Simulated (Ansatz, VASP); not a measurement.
# Two plane-wave programs on La2O3

File INCAR:

```
PREC = Accurate
ENCUT = 600
EDIFF = 1E-6
ISMEAR = 0
SIGMA = 0.1
LREAL = False
LASPH = True
NELM = 100
ALGO = Normal
ISIF = 3
LWAVE = False
LCHARG = False
GGA = PE
IBRION = 2
NSW = 100
EDIFFG = -0.01
```

KPOINTS

```
regular mesh
0
Gamma
  12 12 6
```

File POSCAR:

```
La2O3
1.0
    4.0147444936      0.0000000000      0.0000000000
   -2.0073722468      3.4768707212      0.0000000000
    0.0000000000      0.0000000000      7.0668194145
La O
2 3
Direct
    0.0000000000      0.0000000000      0.1946489530
    0.0000000000      0.0000000000      0.8053510470
    0.3333333333      0.6666666667      0.0000000000
    0.6666666667      0.3333333333      0.0000000000
    0.0000000000      0.0000000000      0.5000000000
```

Input for Ansatz:

```yaml
crystal:
  lattice:
    - [4.0147444936, 0.0, 0.0]
    - [-2.0073722468, 3.4768707212, 0.0]
    - [0.0, 0.0, 7.0668194145]
  atoms:
    - { symbol: La, position: [0.0, 0.0, 0.194648953] }
    - { symbol: La, position: [0.0, 0.0, 0.805351047] }
    - { symbol: O, position: [0.3333333333, 0.6666666667, 0.0] }
    - { symbol: O, position: [0.6666666667, 0.3333333333, 0.0] }
    - { symbol: O, position: [0.0, 0.0, 0.5] }
basis:
  ecutwfc: 420
kpoints:
  mp_grid: { grid: [12, 12, 6] }
hamiltonian:
  xc: pbe
scf:
  occupations: { method: gaussian, width: 0.1 }
output:
  forces: true
  stress: true
  eigenvalues: true
  write_density: true
  write_potential: true
  elf: true
  volumetric_format: npy
relax:
  adjacent_minimum: "off"
  f_tol: 0.01
  max_steps: 80
  cell: { stress_tol: 0.05 }
```

Alike in both runs: task relaxation of cell and atoms; functional PBE; k mesh 12 × 12 × 6; occupations gaussian, width 0.1 eV; no spin polarisation.

|  | VASP | Ansatz |
| --- | --- | --- |
| version | VASP 6.6.1 | Ansatz 0.2.0 |
| potentials or method | VASP PAW PBE potentials, release 64 (La, O), cutoff 600 eV | scalar-relativistic, plane waves, PAW |
| valence electrons in the cell | 40 | 40 |

|  | VASP | Ansatz | Ansatz less VASP |
| --- | --- | --- | --- |
| gap on the k mesh at the Fermi level, each at its own relaxed structure (eV) | none | none | - |
| relaxed volume (Å³/atom) | 19.67 | 19.74 | +0.064 |
| relaxed cell length with the largest relative difference (Å) | 4.011 | 4.016 | +0.0045 |

A gap of «none» marks a metal or a gap that the smearing closes.

Spin-orbit coupling is off throughout.
